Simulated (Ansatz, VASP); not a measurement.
## Al3GaN4: VASP beside Ansatz

INCAR

```
SYSTEM = Al3GaN4
PREC     = Accurate       ! precision mode
ENCUT    = 520            ! plane-wave cutoff, eV
EDIFF    = 1E-6           ! SCF threshold, eV
ISMEAR   = 0              ! smearing method
SIGMA    = 0.05           ! smearing width, eV
LREAL    = .False.        ! projectors in reciprocal space
LASPH    = .True.         ! aspherical terms in the spheres
NELM     = 100            ! most SCF steps
ALGO     = Normal         ! electronic algorithm
ISIF     = 2              ! what is computed and relaxed
LWAVE    = .False.        ! write WAVECAR
LCHARG   = .True.         ! write CHGCAR
GGA      = PS             ! functional
LELF     = .True.         ! ELF
LVHAR    = .True.       
NBANDS   = 31             ! bands
```

The input KPOINTS:

```
Automatic mesh
0
Gamma
  6 8 4
  0 0 0
```

POSCAR

```
Al3GaN4
1.0
    5.0434079743      0.0000000000      0.0001149899
    0.0000000000      3.1300738979      0.0000000000
   -0.0032362578      0.0000000000      5.4179919454
Al Ga N
3 1 4
Direct
    0.5324905297      0.5000000000      0.1888140136
    0.0009207031      0.5000000000      0.8348055926
    0.0010880657      0.0000000000      0.3316926346
    0.4994217128      0.0000000000      0.6662009018
    0.1111724737      0.0000000000      0.6663292504
    0.1224543244      0.5000000000      0.1671578642
    0.6251234792      0.5000000000      0.8401923549
    0.6231881982      0.0000000000      0.3262928352
```

Input for Ansatz:

```yaml
crystal:
  lattice:
    - [5.0434079743, 0.0, 0.0001149899]
    - [0.0, 3.1300738979, 0.0]
    - [-0.0032362578, 0.0, 5.4179919454]
  atoms:
    - { symbol: Al, position: [0.5324905297, 0.5, 0.1888140136] }
    - { symbol: Al, position: [0.0009207031, 0.5, 0.8348055926] }
    - { symbol: Al, position: [0.0010880657, 0.0, 0.3316926346] }
    - { symbol: Ga, position: [0.4994217128, 0.0, 0.6662009018] }
    - { symbol: "N", position: [0.1111724737, 0.0, 0.6663292504] }
    - { symbol: "N", position: [0.1224543244, 0.5, 0.1671578642] }
    - { symbol: "N", position: [0.6251234792, 0.5, 0.8401923549] }
    - { symbol: "N", position: [0.6231881982, 0.0, 0.3262928352] }
basis:
  ecutwfc: 420
kpoints:
  mp_grid: { grid: [6, 8, 4] }
hamiltonian:
  xc: pbesol
scf:
  occupations: { method: gaussian, width: 0.05 }
output:
  forces: true
  stress: true
  eigenvalues: true
```

Alike in both runs: task single point; functional PBEsol; k mesh 6 × 8 × 4; occupations gaussian, width 0.05 eV; no spin polarisation.

|  | VASP | Ansatz |
| --- | --- | --- |
| version | VASP 6.6.1 | Ansatz 0.2.0 |
| potentials or method | VASP PAW PBE potentials, release 64 (Al, Ga_d, N), cutoff 520 eV | scalar-relativistic, plane waves, PAW |
| valence electrons in the cell | 42 | 42 |

|  | VASP | Ansatz | Ansatz less VASP |
| --- | --- | --- | --- |
| gap on the k mesh at the Fermi level (eV) | 3.25 | 3.23 | -0.017 |
| least direct gap on the mesh (eV) | 3.25 | 3.23 | -0.017 |
| pressure (GPa) | 1.1 | 1.1 | +0.06 |
| traceless stress, the component that is largest in VASP (GPa) | 4.52 | 4.46 | -0.060 |
| rms of the force components (eV/Å) | 0.869 | 0.863 | -0.0058 |

VASP's potentials were made for PBE, not for PBEsol. Atom by atom the forces differ by 0.008 eV/Å (rms over components).
